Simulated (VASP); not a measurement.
# Ir (P6_3/mmc) in VASP: a series of runs

Runs on Ir. Level: LDA. Tasks: single point.

Program: VASP 6.6.1. These are calculated values, not measurements. Logs are shortened: lines on timing, memory, paths and dates and some standing lists are left out, and cuts for length are marked.

## Step 1: The cell of the first run

The structure is hexagonal, space group P6_3/mmc (No. 194). The conventional cell has a = 2.516 Å, b = 2.516 Å, c = 4.606 Å, α = 90.00°, β = 90.00°, γ = 120.00°. Ir (site symmetry -6m2) has 12 Ir at 2.52 to 2.72 Å within 3.3 Å.

This isn't the form of Ir at room conditions, which is fcc.

## Step 2: Single point, LDA

INCAR

```
PREC     = Accurate       # precision mode
ENCUT    = 520            # plane-wave cutoff, eV
EDIFF    = 1E-6           # SCF threshold, eV
ISMEAR   = 0              # smearing method
SIGMA    = 0.15           # smearing width, eV
LREAL    = F              # projectors in reciprocal space
LASPH    = T              # aspherical terms in the spheres
NELM     = 60             # most SCF steps
ALGO     = Normal         # electronic algorithm
ISIF     = 2              # what is computed and relaxed
LWAVE    = F              # write WAVECAR
LCHARG   = T              # write CHGCAR
GGA      = CA             # functional
LELF     = T              # ELF
LVHAR    = T            
NBANDS   = 16             # bands
```

KPOINTS

```
regular mesh
0
Gamma
  18 18 10
```

POSCAR

```
Ir
1.0
    2.5159000000      0.0000000000      0.0000000000
   -1.2579500000      2.1788333134      0.0000000000
    0.0000000000      0.0000000000      4.6055000000
Ir
2
Direct
    0.6666666667      0.3333333333      0.7500000000
    0.3333333333      0.6666666667      0.2500000000
```

Potentials or basis: VASP PAW LDA potentials, release 64 (Ir).

The run is started by

```bash
$ cat potpaw_LDA.64/Ir/POTCAR > POTCAR
$ mpirun -np 1 vasp_std > vasp.out
```

OUTCAR:

```text
PREC = Accurate
   ENCUT = 520
   EDIFF = 1E-6
   ISMEAR = 0
   LREAL = F
   LASPH = T
   NELM = 60
   ISIF = 2
   GGA = CA

 ion  position               nearest neighbor table
   1  0.667  0.333  0.750-   2 2.72   2 2.72   2 2.72   2 2.72   2 2.72   2 2.72
   2  0.333  0.667  0.250-   1 2.72   1 2.72   1 2.72   1 2.72   1 2.72   1 2.72

  LATTYP: Found a hexagonal cell.
 ALAT       =     2.5159000000
 C/A-ratio  =     1.8305576533

  Lattice vectors:

 A1 = (   2.5159000000,   0.0000000000,   0.0000000000)
 A2 = (  -1.2579500000,   2.1788333134,   0.0000000000)
 A3 = (   0.0000000000,   0.0000000000,   4.6055000000)

Analysis of symmetry for initial positions (statically):
=====================================================================
 Subroutine PRICEL returns:
 Original cell was already a primitive cell.

 Routine SETGRP: Setting up the symmetry group for a
 hexagonal supercell.

 Subroutine GETGRP returns: Found 24 space group operations
 (whereof 12 operations were pure point group operations)
 out of a pool of 24 trial point group operations.

The static configuration has the point symmetry D_3d.
 The point group associated with its full space group is D_6h.

Analysis of symmetry for dynamics (positions and initial velocities):
=====================================================================
 Subroutine PRICEL returns:
 Original cell was already a primitive cell.

 Routine SETGRP: Setting up the symmetry group for a
 hexagonal supercell.

 Subroutine GETGRP returns: Found 24 space group operations
 (whereof 12 operations were pure point group operations)
 out of a pool of 24 trial point group operations.

The dynamic configuration has the point symmetry D_3d.
 The point group associated with its full space group is D_6h.

 Subroutine INISYM returns: Found 24 space group operations
 (whereof 12 operations are pure point group operations),
 and found     1 'primitive' translations

----------------------------------------------------------------------------------------

                                     Primitive cell

  volume of cell :      25.2461

  direct lattice vectors                    reciprocal lattice vectors
     2.515900000  0.000000000  0.000000000     0.397472078  0.229480611  0.000000000
    -1.257950000  2.178833313  0.000000000     0.000000000  0.458961222  0.000000000
     0.000000000  0.000000000  4.605500000     0.000000000  0.000000000  0.217131690

  length of vectors
     2.515900000  2.515900000  4.605500000     0.458961222  0.458961222  0.217131690

  position of ions in fractional coordinates (direct lattice)
     0.666666667  0.333333333  0.750000000
     0.333333333  0.666666667  0.250000000

  ion indices of the primitive-cell ions
   primitive index   ion index
                 1           1
                 2           2

----------------------------------------------------------------------------------------

 KPOINTS: regular mesh

Automatic generation of k-mesh.
 Grid dimensions read from file:
 generate k-points for:   18   18   10

 Generating k-lattice:

  Cartesian coordinates                     Fractional coordinates (reciprocal lattice)
     0.022081782  0.012748923  0.000000000     0.055555556  0.000000000  0.000000000
     0.000000000  0.025497846  0.000000000     0.000000000  0.055555556  0.000000000
     0.000000000  0.000000000  0.021713169     0.000000000  0.000000000  0.100000000

  Length of vectors
     0.025497846  0.025497846  0.021713169

  Shift w.r.t. Gamma in fractional coordinates (k-lattice)
     0.000000000  0.000000000  0.000000000

 Subroutine IBZKPT returns following result:
 ===========================================

 Found    222 irreducible k-points:

 Following reciprocal coordinates:
            Coordinates               Weight
  0.000000  0.000000  0.000000      1.000000
  0.055556  0.000000  0.000000      6.000000
  0.111111  0.000000  0.000000      6.000000
  0.166667  0.000000  0.000000      6.000000
  0.222222  0.000000  0.000000      6.000000
  0.277778  0.000000  0.000000      6.000000
[... 16 lines left out ...]
  0.333333  0.111111  0.000000     12.000000
  0.388889  0.111111  0.000000     12.000000
 [... further k-points ...]
   k-points           NKPTS =    222   k-points in BZ     NKDIM =    222   number of bands    NBANDS=     16
   number of dos      NEDOS =    301   number of ions     NIONS =      2
   total plane-waves  NPLWV =  14400
   dimension x,y,z NGX =    20 NGY =   20 NGZ =   36
   dimension x,y,z NGXF=    40 NGYF=   40 NGZF=   72
   ions per type =               2
   NGX,Y,Z   is equivalent  to a cutoff of  13.22, 13.22, 13.00 a.u.
   NGXF,Y,Z  is equivalent  to a cutoff of  26.43, 26.43, 25.99 a.u.
 SYSTEM =  unknown system
   PREC   = accura    normal or accurate (medium, high low for compatibility)
   ISTART =      0    job   : 0-new  1-cont  2-samecut
   ICHARG =      2    charge: 1-file 2-atom 10-const
[... 26 lines left out ...]
     AMIX_MAG =   1.60;   BMIX_MAG =  1.00
  volume/ion in A,a.u.               =      12.62        85.18
  Fermi-wavevector in a.u.,A,eV,Ry     =   1.462517  2.763757 29.102266  2.138956
  Thomas-Fermi vector in A             =   2.578721
   LORBIT       =      0    0 simple, 1 ext, 2 COOP (PROOUT), +10 PAW based schemes
   GGA     = CA    functional components
   LHFCALC =     F    Hartree Fock is set to
   AEXX    =    0.0000 exact exchange contribution
   IVDW    =     0    specifies the selected vdW correction
   LEPSILON=     F    determine dielectric tensor
   LRPA    =     F    only Hartree local field effects (RPA)
 non-spin polarized calculation
 Gauss-broadening in eV      SIGMA  =   0.15
  energy-cutoff  :      520.00
  volume of cell :       25.25
 maximum number of plane-waves:       696
 NGX is ok and might be reduce to    20

 number of electron      18.0000001 magnetization

 Free energy of the ion-electron system (eV)
  ---------------------------------------------------
  ext. energy  EPLUGINS =         0.00000000
  ---------------------------------------------------
  free energy    TOTEN  =       -19.61724768 eV

  energy without entropy =      -19.59469306  energy(sigma->0) =      -19.60597037

 E-fermi :  12.3949     XC(G=0): -14.7885

 val. band max:       12.3872757893   @ k =   0.1111   0.1111   0.5000
 cond. band min:      12.3993173789   @ k =   0.2222   0.1667   0.1000
 fundamental gap:      0.0120415896
 Fermi energy:        12.3949311750

 k-point     1 :       0.0000    0.0000    0.0000
  band No.  band energies     occupation
      1       0.0791      2.00000
      2       2.7154      2.00000
      3       6.4823      2.00000
      4       7.9600      2.00000
      5       7.9600      2.00000
      6       8.4494      2.00000
[... 8 lines left out ...]
     15      27.3186      0.00000
     16      29.7119      0.00000

 k-point     2 :       0.0556    0.0000    0.0000
  band No.  band energies     occupation
      1       0.2343      2.00000
      2       2.8742      2.00000
      3       6.5367      2.00000
      4       7.8679      2.00000
      5       8.0996      2.00000
      6       8.3402      2.00000
[... 8 lines left out ...]
     15      27.6405      0.00000
     16      30.0320      0.00000

 k-point     3 :       0.1111    0.0000    0.0000
  band No.  band energies     occupation
      1       0.6822      2.00000
      2       3.3182      2.00000
      3       6.6316      2.00000
      4       7.6785      2.00000
      5       8.0977      2.00000
      6       8.5130      2.00000
[... 8 lines left out ...]
     15      28.5057      0.00000
     16      30.9168      0.00000

 k-point     4 :       0.1667    0.0000    0.0000
  band No.  band energies     occupation
      1       1.3653      2.00000
      2       3.9156      2.00000
      3       6.6154      2.00000
      4       7.4038      2.00000
      5       7.6793      2.00000
      6       8.1647      2.00000
[... 8 lines left out ...]
     15      29.3868      0.00000
     16      31.8051      0.00000
[... 324 lines left out ...]
 k-point    22 :       0.2778    0.1111    0.0000
  band No.  band energies     occupation
      1       3.9357      2.00000
      2       4.4905      2.00000
      3       5.1895      2.00000
      4       6.8792      2.00000
      5       7.7858      2.00000
      6       7.8404      2.00000
[... 8 lines left out ...]
     15      27.1218      0.00000
     16      27.8697      0.00000

 k-point    23 :       0.3333    0.1111    0.0000
  band No.  band energies     occupation
      1       4.0425      2.00000
      2       4.2575      2.00000
      3       4.7446      2.00000
      4       7.4486      2.00000
      5       7.6295      2.00000
      6       8.4656      2.00000
[... 8 lines left out ...]
     15      25.6902      0.00000
     16      27.2712      0.00000

 k-point    24 :       0.3889    0.1111    0.0000
  band No.  band energies     occupation
      1       3.8870      2.00000
      2       4.2089      2.00000
      3       4.4700      2.00000
      4       7.5266      2.00000
      5       8.1141      2.00000
      6       8.4650      2.00000
[... 8 lines left out ...]
     15      24.4129      0.00000
     16      26.8857      0.00000

 [... further k-points ...]
[... 5 lines left out ...]
  --------------------------------------------------------------------------------------
  -------------------------------------------------------------------------------------
  Total       13.9330567     13.9330567      1.4377902      0.0000000      0.0000000      0.0000000
  in kB      884.2250568    884.2250568     91.2455977      0.0000000      0.0000000      0.0000000
  external PRESSURE =     619.8985704 kB  Pullay stress =       0.0000000 kB

 VOLUME and BASIS-vectors are now :
 -----------------------------------------------------------------------------
  energy-cutoff  :      520.00
  volume of cell :       25.25
      direct lattice vectors                 reciprocal lattice vectors
     2.515900000  0.000000000  0.000000000     0.397472078  0.229480611  0.000000000
    -1.257950000  2.178833313  0.000000000     0.000000000  0.458961222  0.000000000
     0.000000000  0.000000000  4.605500000     0.000000000  0.000000000  0.217131690

 POSITION                                       TOTAL-FORCE (eV/Angst)
 -----------------------------------------------------------------------------------
      1.25795      0.72628      3.45413        -0.000000      0.000000      0.000000
     -0.00000      1.45256      1.15138         0.000000     -0.000000      0.000000
 -----------------------------------------------------------------------------------
    total drift:                                0.000000     -0.000000     -0.000000

  FREE ENERGIE OF THE ION-ELECTRON SYSTEM (eV)
  ---------------------------------------------------
  free  energy   TOTEN  =       -19.6172476814 eV

  energy  without entropy=      -19.5946930563  energy(sigma->0) =      -19.60597037
```

Wall time 52 s (1 thread of Intel Xeon Platinum 8488C (Sapphire Rapids), shared host); peak memory 0.19 GiB.

What came out:

```
Free energy            : -19.6172 eV
Pressure               : 62.0 GPa
Band gap on the k mesh : zero (bands 9 and 10 overlap by 4.37 eV)
```

Levels at points of the mesh, in eV from the Fermi level:
```csv
k point,band 7,band 8,band 9,band 10,band 11,band 12
"(0.00, 0.00, 0.00)",-3.95,-2.10,-1.43,-1.43,0.69,0.69
"(0.50, 0.00, 0.00)",-3.22,0.82,2.08,2.34,3.85,5.54
"(0.00, 0.00, 0.50)",-4.36,-4.36,-0.13,-0.13,-0.13,-0.13
"(0.50, 0.00, 0.50)",-0.95,-0.95,2.22,2.22,2.37,2.37
```

Caveat: the cell stands under pressure; spin-orbit coupling is left out, which moves the levels of the heavy elements.

## Step 3: Single point, LDA

This run uses another cell than the first one, of the same volume but with other edges.

INCAR

```
PREC = Accurate ; ENCUT = 520
EDIFF = 1E-7 ; ISMEAR = 0
SIGMA = 0.15 ; LREAL = False
LASPH = True ; NELM = 80
ALGO = Fast ; ISIF = 2
LWAVE = False ; LCHARG = False
NBANDS = 16
```

KPOINTS is that of step 2.

POSCAR

```
Ir
1.0
    2.5790000000      0.0000000000      0.0000000000
   -1.2895000000      2.2334795163      0.0000000000
    0.0000000000      0.0000000000      4.3862377060
Ir
2
Direct
    0.6666666667      0.3333333333      0.7500000000
    0.3333333333      0.6666666667      0.2500000000
```

Potentials or basis: VASP PAW LDA potentials, release 64 (Ir).

The run is started by

```bash
$ cat potpaw_LDA.64/Ir/POTCAR > POTCAR
$ mpirun -np 1 vasp_std > vasp.out
```

Wall time 76 s (1 thread of Intel Xeon Platinum 8488C (Sapphire Rapids), shared host); peak memory 0.19 GiB.

It converged, with:

- Free energy: -20.0359 eV
- Pressure: 53.8 GPa
- Band gap on the k mesh: zero (bands 9 and 10 overlap by 4.39 eV)

Stress tensor (GPa, compression positive):
```
63.32  0.00  0.00
 0.00 63.32  0.00
 0.00  0.00 34.79
```

Levels at points of the mesh, in eV from the Fermi level:
| k point | band 5 | band 6 | band 7 | band 8 | band 9 | band 10 | band 11 | band 12 | band 13 | band 14 |
| --- | --- | --- | --- | --- | --- | --- | --- | --- | --- | --- |
| (0.00, 0.00, 0.00) | -4.54 | -3.87 | -3.87 | -2.30 | -2.30 | -1.51 | 0.45 | 0.45 | 7.61 | 14.35 |
| (0.50, 0.00, 0.00) | -4.45 | -3.78 | -3.71 | 1.05 | 1.36 | 1.76 | 3.66 | 5.32 | 9.21 | 10.75 |
| (0.00, 0.00, 0.50) | -4.56 | -4.56 | -4.56 | -4.56 | -0.44 | -0.44 | -0.44 | -0.44 | 13.62 | 13.62 |
| (0.50, 0.00, 0.50) | -2.28 | -2.28 | -1.10 | -1.10 | 1.58 | 1.58 | 2.35 | 2.35 | 9.13 | 9.13 |

Caveat: the cell stands under pressure; spin-orbit coupling is left out, which moves the levels of the heavy elements.

## Step 4: Single point, LDA

This run uses another cell than the first one, of the same volume but with other edges.

INCAR

```
SYSTEM = Ir
  ALGO = Fast
  EDIFF = 1E-7
  ENCUT = 520
  GGA = CA
  ISIF = 2
  ISMEAR = 0
  LASPH = .True.
  LCHARG = .True.
  LELF = .True.
  LREAL = .False.
  LVHAR = .True.
  LWAVE = .False.
  NBANDS = 16
  NELM = 80
  PREC = Accurate
  SIGMA = 0.15
```

KPOINTS

```
k-points
0
Gamma
  18 18 10
  0 0 0
```

POSCAR

```
Ir
1.0
    2.6511000000      0.0000000000      0.0000000000
   -1.3255500000      2.2959199480      0.0000000000
    0.0000000000      0.0000000000      4.1523000000
Ir
2
Direct
    0.6666666667      0.3333333333      0.7500000000
    0.3333333333      0.6666666667      0.2500000000
```

The run is started by

```bash
$ cat potpaw_LDA.64/Ir/POTCAR > POTCAR
$ mpirun -np 1 vasp_std > vasp.out
```

It took 63 s on 1 thread of Intel Xeon Platinum 8488C (Sapphire Rapids), shared host; peak memory 0.18 GiB.

The run converged. Its results:

| Item | Value |
| --- | --- |
| Free energy | -20.0622 eV |
| Pressure | 53.7 GPa |
| Band gap on the k mesh | zero (bands 9 and 10 overlap by 4.05 eV) |

Stress tensor (GPa, compression positive):
```
45.79  0.00  0.00
 0.00 45.79  0.00
 0.00  0.00 69.46
```

Levels at points of the mesh, in eV from the Fermi level:
```csv
k point,band 7,band 8,band 9,band 10,band 11,band 12
"(0.00, 0.00, 0.00)",-3.82,-3.27,-3.27,-0.70,0.24,0.24
"(0.50, 0.00, 0.00)",-3.36,0.56,1.17,1.37,3.32,4.87
"(0.00, 0.00, 0.50)",-4.97,-4.97,-0.58,-0.58,-0.58,-0.58
"(0.50, 0.00, 0.50)",-1.28,-1.28,0.93,0.93,2.23,2.23
```

Caveat: the cell stands under pressure; spin-orbit coupling is left out, which moves the levels of the heavy elements.

## Step 5: Single point, LDA

This run uses another cell than the first one, of 12.73 Å³/atom.

INCAR

```
PREC = Accurate ; ENCUT = 520
EDIFF = 1E-7 ; ISMEAR = 0
SIGMA = 0.15 ; LREAL = False
LASPH = True ; NELM = 60
ALGO = Fast ; ISIF = 2
LWAVE = False ; LCHARG = False
GGA = CA ; NBANDS = 16
```

KPOINTS

```
Automatic mesh
0
Gamma
  18 18 10
```

POSCAR

```
Ir
1.0
    2.6241000000      0.0000000000      0.0000000000
   -1.3120500000      2.2725372621      0.0000000000
    0.0000000000      0.0000000000      4.2693000000
Ir
2
Direct
    0.6666666667      0.3333333333      0.7500000000
    0.3333333333      0.6666666667      0.2500000000
```

The run is started by

```bash
$ cat potpaw_LDA.64/Ir/POTCAR > POTCAR
$ mpirun -np 1 vasp_std > vasp.out
```

Wall time 60 s (1 thread of Intel Xeon Platinum 8488C (Sapphire Rapids), shared host); peak memory 0.19 GiB.

Results (log left out):

- Free energy: -20.1659 eV
- Pressure: 47.9 GPa
- Band gap on the k mesh: zero (bands 9 and 10 overlap by 4.02 eV)

Stress tensor (GPa, compression positive):
```
48.21  0.00  0.00
 0.00 48.21  0.00
 0.00  0.00 47.22
```

Levels at points of the mesh, in eV from the Fermi level:
```csv
k point,band 5,band 6,band 7,band 8,band 9,band 10,band 11,band 12,band 13,band 14
"(0.00, 0.00, 0.00)",-4.58,-3.80,-3.80,-2.80,-2.80,-1.09,0.31,0.31,8.10,14.04
"(0.50, 0.00, 0.00)",-4.23,-3.95,-3.55,0.91,1.19,1.40,3.45,5.06,8.98,11.20
"(0.00, 0.00, 0.50)",-4.71,-4.71,-4.71,-4.71,-0.55,-0.55,-0.55,-0.55,13.61,13.61
"(0.50, 0.00, 0.50)",-2.55,-2.55,-1.19,-1.19,1.20,1.20,2.28,2.28,8.76,8.76
```

Caveat: the cell stands under pressure; spin-orbit coupling is left out, which moves the levels of the heavy elements.

## Step 6: Single point, LDA

This run uses another cell than the first one, of 12.84 Å³/atom.

INCAR

```
PREC = Accurate
ENCUT = 520
EDIFF = 1E-6
ISMEAR = 0
SIGMA = 0.15
LREAL = F
LASPH = T
NELM = 60
ALGO = Fast
ISIF = 2
LWAVE = F
LCHARG = F
GGA = CA
NBANDS = 16
```

KPOINTS

```
regular mesh
0
Gamma
  18 18 10
```

POSCAR

```
Ir
1.0
    2.5790000000      0.0000000000      0.0000000000
   -1.2895000000      2.2334795163      0.0000000000
    0.0000000000      0.0000000000      4.4593000000
Ir
2
Direct
    0.6666666667      0.3333333333      0.7500000000
    0.3333333333      0.6666666667      0.2500000000
```

Potentials or basis: VASP PAW LDA potentials, release 64 (Ir).

The run is started by

```bash
$ cat potpaw_LDA.64/Ir/POTCAR > POTCAR
$ mpirun -np 1 vasp_std > vasp.out
```

Run time: 60 s. Hardware: 1 thread of Intel Xeon Platinum 8488C (Sapphire Rapids), shared host; peak memory 0.19 GiB.

It converged, with:

* Free energy: -20.1078 eV
* Pressure: 44.5 GPa
* Band gap on the k mesh: zero (bands 9 and 10 overlap by 4.39 eV)

Stress tensor (GPa, compression positive):
```
56.71  0.00  0.00
 0.00 56.71  0.00
 0.00  0.00 20.07
```

Levels at points of the mesh, in eV from the Fermi level:
```
           k point  band 5  band 6  band 7  band 8  band 9  band 10  band 11  band 12  band 13  band 14
(0.00, 0.00, 0.00)   -4.39   -3.78   -3.78   -2.05   -2.05    -1.60     0.49     0.49     7.22    14.52
(0.50, 0.00, 0.00)   -4.15   -3.74   -3.52    0.96    1.48     1.83     3.63     5.29     9.16    10.44
(0.00, 0.00, 0.50)   -4.39   -4.39   -4.39   -4.39   -0.37    -0.37    -0.37    -0.37    13.50    13.50
(0.50, 0.00, 0.50)   -2.10   -2.10   -1.03   -1.03    1.68     1.68     2.32     2.32     9.07     9.07
```

Caveat: the cell stands under pressure; spin-orbit coupling is left out, which moves the levels of the heavy elements.

## Step 7: Summary

```tsv
cell	gap on the mesh (eV)	pressure (GPa)
a = 2.516, b = 2.516, c = 4.606 Å, angles 90.0, 90.0, 120.0°, 2 atoms	none	62.0
a = 2.579, b = 2.579, c = 4.386 Å, angles 90.0, 90.0, 120.0°, 2 atoms	none	53.8
a = 2.651, b = 2.651, c = 4.152 Å, angles 90.0, 90.0, 120.0°, 2 atoms	none	53.7
a = 2.624, b = 2.624, c = 4.269 Å, angles 90.0, 90.0, 120.0°, 2 atoms	none	47.9
a = 2.579, b = 2.579, c = 4.459 Å, angles 90.0, 90.0, 120.0°, 2 atoms	none	44.5
```

Alike in all rows: task single point; level LDA; potentials or basis VASP PAW LDA potentials, release 64 (Ir); no spin polarisation; k mesh 18 × 18 × 10; cutoff (eV) 520; smearing gaussian 0.15 eV.

Caveats: the cell stands under pressure; spin-orbit coupling is left out, which moves the levels of the heavy elements.

Absolute energies hang on the potentials; compare differences alone.
